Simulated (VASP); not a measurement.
Here is a VASP 6.6.1 calculation.

INCAR

```
SYSTEM = Ag
ALGO     = Fast           ! electronic algorithm
EDIFF    = 1E-7           ! SCF threshold, eV
ENCUT    = 520            ! plane-wave cutoff, eV
ISIF     = 2              ! what is computed and relaxed
ISMEAR   = 0              ! smearing method
LASPH    = .TRUE.         ! aspherical terms in the spheres
LCHARG   = .FALSE.        ! write CHGCAR
LREAL    = .FALSE.        ! projectors in reciprocal space
LWAVE    = .FALSE.        ! write WAVECAR
NBANDS   = 18             ! bands
NELM     = 60             ! most SCF steps
PREC     = Accurate       ! precision mode
SIGMA    = 0.15           ! smearing width, eV
```

File KPOINTS:

```
k-points
0
G
  21 21 12
  0 0 0
```

POSCAR

```
Ag
1.0
    3.0931028461      0.0000000000      0.0000000000
   -1.5465514230      2.6787056412      0.0000000000
    0.0000000000      0.0000000000      4.2981489721
Ag
2
Direct
    0.3333333333      0.6666666667      0.2500000000
    0.6666666667      0.3333333333      0.7500000000
```

Potentials or basis: VASP PAW LDA potentials, release 64 (Ag).

The run is started by

```bash
$ cat potpaw_LDA.64/Ag/POTCAR > POTCAR
$ mpirun -np 1 vasp_std > vasp.out
```

Predict the band gap on the k mesh.

zero (band 11 reaches 10.86 eV, above the bottom of band 12 at 4.35 eV).

Estimate the pressure.

-7.9 GPa.

Stress tensor (GPa, compression positive):
```
-11.12   0.00   0.00
  0.00 -11.12   0.00
  0.00   0.00  -1.40
```
